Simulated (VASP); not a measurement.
# W (I4/mmm) in VASP: notebook

The runs below take W through single point, with PBEsol.

Program: VASP 6.6.1. These are calculated values, not measurements. Logs are shortened: lines on timing, memory, paths and dates and some standing lists are left out, and cuts for length are marked.

## 1. The cell of the first run

It takes space group I4/mmm (No. 139, tetragonal). Conventional cell: a = 2.755 Å, b = 2.755 Å, c = 4.547 Å, α = 90.00°, β = 90.00°, γ = 90.00°. W (site symmetry 4/mmm) has 12 W at 2.76 to 2.99 Å within 3.6 Å.

## 2. Single point, PBEsol (17.26 Å³/atom)

INCAR

```
ALGO = Normal ; EDIFF = 1E-6
ENCUT = 500 ; GGA = PS
GGA_COMPAT = F ; ISIF = 2
ISMEAR = 0 ; LASPH = T
LCHARG = F ; LREAL = F
LWAVE = F ; NBANDS = 13
NELM = 120 ; PREC = Accurate
SIGMA = 0.15
```

KPOINTS

```
k-points
0
Gamma
  22 22 22
```

POSCAR

```
W
1.0
    0.0000000000      1.9481459163      2.2734862844
    1.9481459163      0.0000000000      2.2734862844
    1.9481459163      1.9481459163      0.0000000000
W
1
Direct
    0.0000000000      0.0000000000      0.0000000000
```

Potentials or basis: VASP PAW PBE potentials, release 64 (W_sv).

Started as:

```bash
cat potpaw_PBE.64/W_sv/POTCAR > POTCAR
mpirun -np 1 vasp_std > vasp.out
```

OUTCAR:

```text
EDIFF = 1E-6
   ENCUT = 500
   GGA = PS
   ISIF = 2
   ISMEAR = 0
   LASPH = T
   LREAL = F
   NELM = 120
   PREC = Accurate

 ion  position               nearest neighbor table
   1  0.000  0.000  0.000-

  LATTYP: Found a body centered tetragonal cell.
 ALAT       =     2.7550943763
 C/A-ratio  =     1.6503872273

  Lattice vectors:

 A1 = (  -1.9481459163,   0.0000000000,   2.2734862844)
 A2 = (   1.9481459163,   0.0000000000,   2.2734862844)
 A3 = (   0.0000000000,   1.9481459163,  -2.2734862844)

Analysis of symmetry for initial positions (statically):
=====================================================================
 Subroutine PRICEL returns:
 Original cell was already a primitive cell.

 Routine SETGRP: Setting up the symmetry group for a
 body centered tetragonal supercell.

 Subroutine GETGRP returns: Found 16 space group operations
 (whereof 16 operations were pure point group operations)
 out of a pool of 16 trial point group operations.

The static configuration has the point symmetry D_4h.

Analysis of symmetry for dynamics (positions and initial velocities):
=====================================================================
 Subroutine PRICEL returns:
 Original cell was already a primitive cell.

 Routine SETGRP: Setting up the symmetry group for a
 body centered tetragonal supercell.

 Subroutine GETGRP returns: Found 16 space group operations
 (whereof 16 operations were pure point group operations)
 out of a pool of 16 trial point group operations.

The dynamic configuration has the point symmetry D_4h.

 Subroutine INISYM returns: Found 16 space group operations
 (whereof 16 operations are pure point group operations),
 and found     1 'primitive' translations

----------------------------------------------------------------------------------------

                                     Primitive cell

  volume of cell :      17.2570

  direct lattice vectors                    reciprocal lattice vectors
     0.000000000  1.948145916  2.273486284    -0.256654286  0.256654286  0.219926552
     1.948145916  0.000000000  2.273486284     0.256654286 -0.256654286  0.219926552
     1.948145916  1.948145916  0.000000000     0.256654286  0.256654286 -0.219926552

  length of vectors
     2.993996058  2.993996058  2.755094376     0.424394314  0.424394314  0.424394314

  position of ions in fractional coordinates (direct lattice)
     0.000000000  0.000000000  0.000000000

  ion indices of the primitive-cell ions
   primitive index   ion index
                 1           1

----------------------------------------------------------------------------------------

 KPOINTS: k-points

Automatic generation of k-mesh.
 Grid dimensions read from file:
 generate k-points for:   22   22   22

 Generating k-lattice:

  Cartesian coordinates                     Fractional coordinates (reciprocal lattice)
    -0.011666104  0.011666104  0.009996661     0.045454545 -0.000000000  0.000000000
     0.011666104 -0.011666104  0.009996661    -0.000000000  0.045454545  0.000000000
     0.011666104  0.011666104 -0.009996661     0.000000000  0.000000000  0.045454545

  Length of vectors
     0.019290651  0.019290651  0.019290651

  Shift w.r.t. Gamma in fractional coordinates (k-lattice)
     0.000000000  0.000000000  0.000000000

 Subroutine IBZKPT returns following result:
 ===========================================

 Found    834 irreducible k-points:

 Following reciprocal coordinates:
            Coordinates               Weight
  0.000000  0.000000  0.000000      1.000000
  0.045455  0.000000  0.000000      8.000000
  0.090909  0.000000  0.000000      8.000000
  0.136364  0.000000  0.000000      8.000000
  0.181818  0.000000  0.000000      8.000000
  0.227273  0.000000  0.000000      8.000000
[... 16 lines left out ...]
  0.500000  0.045455  0.000000      8.000000
 -0.454545  0.045455  0.000000      8.000000
 [... further k-points ...]
   k-points           NKPTS =    834   k-points in BZ     NKDIM =    834   number of bands    NBANDS=     13
   number of dos      NEDOS =    301   number of ions     NIONS =      1
   total plane-waves  NPLWV =  11520
   dimension x,y,z NGX =    24 NGY =   24 NGZ =   20
   dimension x,y,z NGXF=    48 NGYF=   48 NGZF=   40
   ions per type =               1
   NGX,Y,Z   is equivalent  to a cutoff of  13.33, 13.33, 12.07 a.u.
   NGXF,Y,Z  is equivalent  to a cutoff of  26.65, 26.65, 24.14 a.u.
 SYSTEM =  unknown system
   PREC   = accura    normal or accurate (medium, high low for compatibility)
   ISTART =      0    job   : 0-new  1-cont  2-samecut
   ICHARG =      2    charge: 1-file 2-atom 10-const
   ISPIN  =      1    spin polarized calculation?
   LNONCOLLINEAR =      F non collinear calculations
   LSORBIT =      F    spin-orbit coupling
   LASPH  =      T    aspherical Exc in radial PAW
   ENCUT  =  500.0 eV  36.75 Ry    6.06 a.u.   5.46  5.46  5.02*2*pi/ulx,y,z
   NELM   =    120;   NELMIN=  2; NELMDL= -5     # of ELM steps
   EDIFF  = 0.1E-05   stopping-criterion for ELM
   LREAL  =      F    real-space projection
   EDIFFG = 0.1E-04   stopping-criterion for IOM
   NSW    =      0    number of steps for IOM
   IBRION =     -1    ionic relax: 0-MD 1-quasi-New 2-CG
   NFREE  =      0    steps in history (QN), initial steepest desc. (CG)
   ISIF   =      2    stress and relaxation
   ISYM   =      2    0-nonsym 1-usesym 2-fastsym
   POTIM  = 0.5000    time-step for ionic-motion
   TEBEG  =    0.0;   TEEND  =   0.0 temperature during run
   PSTRESS=    0.0 pullay stress
   NELECT =      14.0000    total number of electrons
   NUPDOWN=      -1.0000    fix difference up-down
   EMIN   =  10.00;   EMAX   =-10.00  energy-range for DOS
   EFERMI =   0.00;   METHOD = LEGACY
   ISMEAR =     0;   SIGMA  =   0.15  broadening in eV -4-tet -1-fermi 0-gaus
   EFERMI_NEDOS =   21; number of points for ismear=-14 and -15
   IALGO  =     38    algorithm
   IMIX   =      4    mixing-type and parameters
     AMIX     =   0.40;   BMIX     =  1.00
     AMIX_MAG =   1.60;   BMIX_MAG =  1.00
  volume/ion in A,a.u.               =      17.26       116.46
  Fermi-wavevector in a.u.,A,eV,Ry     =   1.526848  2.885324 31.718774  2.331264
  Thomas-Fermi vector in A             =   2.634825
   LORBIT       =      0    0 simple, 1 ext, 2 COOP (PROOUT), +10 PAW based schemes
   GGA     = PS    functional components
   LHFCALC =     F    Hartree Fock is set to
   AEXX    =    0.0000 exact exchange contribution
   IVDW    =     0    specifies the selected vdW correction
   LEPSILON=     F    determine dielectric tensor
   LRPA    =     F    only Hartree local field effects (RPA)
 non-spin polarized calculation
 Gauss-broadening in eV      SIGMA  =   0.15
  energy-cutoff  :      500.00
  volume of cell :       17.26
 maximum number of plane-waves:       453
 NGX is ok and might be reduce to    24
   NGX = 11   NGY = 11   NGZ =  9

 number of electron      14.0000001 magnetization

 Free energy of the ion-electron system (eV)
  ---------------------------------------------------
  ext. energy  EPLUGINS =         0.00000000
  ---------------------------------------------------
  free energy    TOTEN  =       -13.33326376 eV

  energy without entropy =      -13.32404031  energy(sigma->0) =      -13.32865204

 E-fermi :   9.9780     XC(G=0): -13.2761

 val. band max:        9.9681235033   @ k =   0.4545   0.4091   0.0000
 cond. band min:       9.9781610794   @ k =   0.5000   0.0000   0.1818
 fundamental gap:      0.0100375761
 Fermi energy:         9.9779939977

 k-point     1 :       0.0000    0.0000    0.0000
  band No.  band energies     occupation
      1     -64.1333      2.00000
      2     -27.9156      2.00000
      3     -27.7415      2.00000
      4     -27.7415      2.00000
      5       0.9179      2.00000
      6       7.8773      2.00000
      7       9.9841      0.95386
      8       9.9841      0.95386
      9      10.3096      0.00177
     10      13.3992      0.00000
     11      22.7552      0.00000
     12      24.7174      0.00000
     13      28.9415      0.00000

 k-point     2 :       0.0455    0.0000    0.0000
  band No.  band energies     occupation
      1     -64.1315      2.00000
      2     -27.9224      2.00000
      3     -27.7614      2.00000
      4     -27.7421      2.00000
      5       1.0049      2.00000
      6       7.9082      2.00000
      7       9.9091      1.48394
      8      10.0239      0.66504
      9      10.3118      0.00165
     10      13.3340      0.00000
     11      22.9275      0.00000
     12      24.8198      0.00000
     13      28.4642      0.00000

 k-point     3 :       0.0909    0.0000    0.0000
  band No.  band energies     occupation
      1     -64.1262      2.00000
      2     -27.9458      2.00000
      3     -27.8154      2.00000
      4     -27.7437      2.00000
      5       1.2602      2.00000
      6       7.9880      2.00000
      7       9.6793      1.99514
      8      10.1379      0.13165
      9      10.3640      0.00027
     10      13.1554      0.00000
     11      23.3919      0.00000
     12      25.0653      0.00000
     13      27.6406      0.00000
[... 305 lines left out ...]
 k-point    23 :       0.5000    0.0455    0.0000
  band No.  band energies     occupation
      1     -64.0422      2.00000
      2     -28.7980      2.00000
      3     -28.0963      2.00000
      4     -27.7723      2.00000
      5       4.3933      2.00000
      6       7.9003      2.00000
      7      10.0667      0.40293
      8      10.1073      0.22286
      9      13.8575      0.00000
     10      14.6782      0.00000
     11      19.4211      0.00000
     12      21.8025      0.00000
     13      27.6040      0.00000

 k-point    24 :      -0.4545    0.0455    0.0000
  band No.  band energies     occupation
      1     -64.0419      2.00000
      2     -28.8032      2.00000
      3     -28.0955      2.00000
      4     -27.7687      2.00000
      5       4.3977      2.00000
      6       7.9408      2.00000
      7       9.9986      0.84566
      8      10.0511      0.49088
      9      13.7487      0.00000
     10      14.8286      0.00000
     11      19.5025      0.00000
     12      21.8755      0.00000
     13      27.3618      0.00000

 [... further k-points ...]

------------------------ aborting loop because EDIFF is reached ----------------------------------------

  FORCE on cell =-STRESS in cart. coord.  units (eV):
  Direction    XX          YY          ZZ          XY          YZ          ZX
  --------------------------------------------------------------------------------------
  -------------------------------------------------------------------------------------
  Total       -2.2687425     -2.2687425     -1.7015911      0.0000000      0.0000000      0.0000000
  in kB     -210.6349798   -210.6349798   -157.9794133      0.0000000      0.0000000      0.0000000
  external PRESSURE =    -193.0831243 kB  Pullay stress =       0.0000000 kB

 VOLUME and BASIS-vectors are now :
 -----------------------------------------------------------------------------
  energy-cutoff  :      500.00
  volume of cell :       17.26
      direct lattice vectors                 reciprocal lattice vectors
     0.000000000  1.948145916  2.273486284    -0.256654286  0.256654286  0.219926552
     1.948145916  0.000000000  2.273486284     0.256654286 -0.256654286  0.219926552
     1.948145916  1.948145916  0.000000000     0.256654286  0.256654286 -0.219926552

 POSITION                                       TOTAL-FORCE (eV/Angst)
 -----------------------------------------------------------------------------------
      0.00000      0.00000      0.00000        -0.000000     -0.000000      0.000000
 -----------------------------------------------------------------------------------
    total drift:                                0.000000      0.000000     -0.000000

  FREE ENERGIE OF THE ION-ELECTRON SYSTEM (eV)
  ---------------------------------------------------
  free  energy   TOTEN  =       -13.3332637601 eV

  energy  without entropy=      -13.3240403118  energy(sigma->0) =      -13.32865204
```

It took 1.9 min on 1 thread of Intel Xeon 8259CL, shared host; peak memory 0.28 GiB.

What came out:

```yaml
Free_energy: -13.3333 eV
Pressure: -19.3 GPa
Band_gap_on_the_k_mesh: zero (bands 7 and 8 overlap by 4.14 eV)
```

Caveat: the cell stands under tension; the PAW data sets were made with another functional, which shifts forces and pressure a little; spin-orbit coupling is left out, which moves the levels of the heavy elements.

## 3. Single point, PBEsol (17.26 Å³/atom)

INCAR

```
SYSTEM = W
PREC = Accurate ; ENCUT = 500
EDIFF = 1E-6 ; ISMEAR = 0
SIGMA = 0.15 ; LREAL = .FALSE.
LASPH = .TRUE. ; NELM = 120
ALGO = Normal ; ISIF = 2
LWAVE = .FALSE. ; LCHARG = .FALSE.
GGA = PS ; NBANDS = 13
GGA_COMPAT = .FALSE.
```

KPOINTS

```
Automatic mesh
0
G
  22 22 22
  0 0 0
```

POSCAR

```
W
1.0
    0.0000000000      2.3935850473      1.5060437118
    2.3935850473      0.0000000000      1.5060437118
    2.3935850473      2.3935850473      0.0000000000
W
1
Direct
    0.0000000000      0.0000000000      0.0000000000
```

Potentials or basis: VASP PAW PBE potentials, release 64 (W_sv).

Started as:

```bash
cat potpaw_PBE.64/W_sv/POTCAR > POTCAR
mpirun -np 1 vasp_std > vasp.out
```

Run time: 3.1 min. Hardware: 1 thread of Intel Xeon 8259CL, shared host; peak memory 0.29 GiB.

The run converged. Its results:

* Free energy: -13.5491 eV
* Pressure: -23.0 GPa
* Band gap on the k mesh: zero (bands 7 and 8 overlap by 5.70 eV)

Stress tensor (GPa, compression positive):
```
-32.84   0.00   0.00
  0.00 -32.84   0.00
  0.00   0.00  -3.28
```

Levels at points of the mesh, in eV from the Fermi level:
```csv
k point,band 4,band 5,band 6,band 7,band 8,band 9,band 10,band 11
"(0.00, 0.00, 0.00)",-37.83,-9.15,-1.94,-0.44,-0.44,0.96,2.88,13.76
"(0.50, 0.00, 0.00)",-37.95,-5.69,-3.56,0.83,1.85,3.86,5.39,10.07
"(0.50, 0.50, 0.00)",-38.37,-5.30,-5.06,4.52,4.52,4.93,6.62,6.62
"(0.50, 0.00, 0.50)",-37.88,-5.80,-2.05,-0.06,0.67,2.19,5.27,9.24
```

Caveat: the cell stands under tension; the PAW data sets were made with another functional, which shifts forces and pressure a little; spin-orbit coupling is left out, which moves the levels of the heavy elements.
